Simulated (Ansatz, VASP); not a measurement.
## ZrB3 in VASP and in Ansatz

```
Zr B
1.0
     4.57667    0.00000    0.00000
    -2.28834    3.96352    0.00000
     0.00000    0.00000    4.13455
Zr B
2 6
Direct
  0.00000 0.00000 0.00000
  0.00000 0.00000 0.50000
  0.31150 0.31150 0.25000
  0.00000 0.31150 0.75000
  0.68850 0.00000 0.25000
  0.68850 0.68850 0.75000
  0.00000 0.68850 0.25000
  0.31150 0.00000 0.75000
```

Alike in both runs: task relaxation of cell and atoms; functional PBE; k mesh 6 × 6 × 4; occupations gaussian, width 0.1 eV; no spin polarisation.

|  | VASP | Ansatz |
| --- | --- | --- |
| version | VASP 6.6.1 | Ansatz 0.2.0 |
| potentials or method | VASP PAW PBE potentials, release 64 (Zr_sv, B), cutoff 500 eV | scalar-relativistic, plane waves, PAW |
| valence electrons in the cell | 42 | 42 |

Ansatz gave:

- gap on the k mesh at the Fermi level, each at its own relaxed structure (eV): none
- relaxed volume (Å³/atom): 9.94
- relaxed length of the cell vector where the two differ most in proportion (Å): 7.166

Problem. What did VASP give for the same quantities?

Solution. gap on the k mesh at the Fermi level, each at its own relaxed structure (eV): none; relaxed volume (Å³/atom): 9.76; relaxed length of the cell vector where the two differ most in proportion (Å): 6.936.

A gap of «none» marks a metal or a gap that the smearing closes.

The k mesh is coarse, so the values compare programs but aren't converged.
